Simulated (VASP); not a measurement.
CdF2:

```xyz
3
Lattice="0.0000 2.6826 2.6826 2.6826 0.0000 2.6826 2.6826 2.6826 0.0000" Properties=species:S:1:pos:R:3 pbc="T T T"
Cd    0.0000    0.0000    0.0000
F     1.3413    1.3413    1.3413
F     4.0239    4.0239    4.0239
```

Base run:

```yaml
Program: VASP 6.6.1
Functional: r2SCAN
Potentials_or_basis: VASP PAW PBE potentials, release 64 (Cd, F)
Cutoff: 520 eV
k_mesh: 6 × 6 × 6
Occupations: gaussian, width 0.01 eV
Spin: no spin polarisation
```

Its results: band gap on the k mesh 3.82 eV (least direct gap 4.28 eV); pressure 2.6 GPa.

**Question.** The run is repeated on the same cell with these changes: functional from r2SCAN to PBE-based screened hybrid with 100 % exact exchange; k mesh from 6 × 6 × 6 to 4 × 4 × 4. What comes out?

**Answer.** Band gap on the k mesh 8.98 eV (least direct gap 9.68 eV); pressure -2.8 GPa.

Several settings changed at once.

Caveats: some runs use coarse meshes; the PAW data sets were made with another functional, which shifts forces and pressure a little.

A k mesh can miss the band edges.
